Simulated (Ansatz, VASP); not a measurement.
**One calculation of AlNi, two programs**

```
Al Ni
1.0
     2.02133   -2.02135    0.00000
     2.02133    2.02135    0.00000
     0.00000    0.00000    2.86941
Al Ni
1 1
Direct
  0.00000 0.00000 0.07841
  0.50000 0.50000 0.50000
```

Change from the starting cell: all Al atoms moved +0.225 Å, as atom 1 along Cartesian [0 0 1].

Alike in both runs: task single point; functional PBEsol; k mesh 20 × 20 × 20; occupations gaussian, width 0.15 eV; no spin polarisation.

```csv
,VASP,Ansatz
version,VASP 6.6.1,Ansatz 0.2.0
potentials or method,"VASP PAW PBE potentials, release 64 (Al, Ni), cutoff 520 eV","scalar-relativistic, plane waves, PAW"
valence electrons in the cell,13,21
```

|  | VASP | Ansatz | Ansatz less VASP |
| --- | --- | --- | --- |
| gap on the k mesh at the Fermi level (eV) | none | none | - |
| pressure (GPa) | 3.8 | 3.5 | -0.27 |
| traceless stress, the component that is largest in VASP (GPa) | -2.11 | -2.08 | +0.031 |
| rms of the force components (eV/Å) | 0.812 | 0.808 | -0.0044 |

VASP's potentials were made for PBE, not for PBEsol. Atom by atom the forces differ by 0.004 eV/Å (rms over components). A gap of «none» marks a metal or a gap that the smearing closes. VASP's potentials hold 13 valence electrons a cell and Ansatz's 21, so a difference there can come from the potentials and not from the codes. Ansatz's warnings: near symmetry operations not taken.
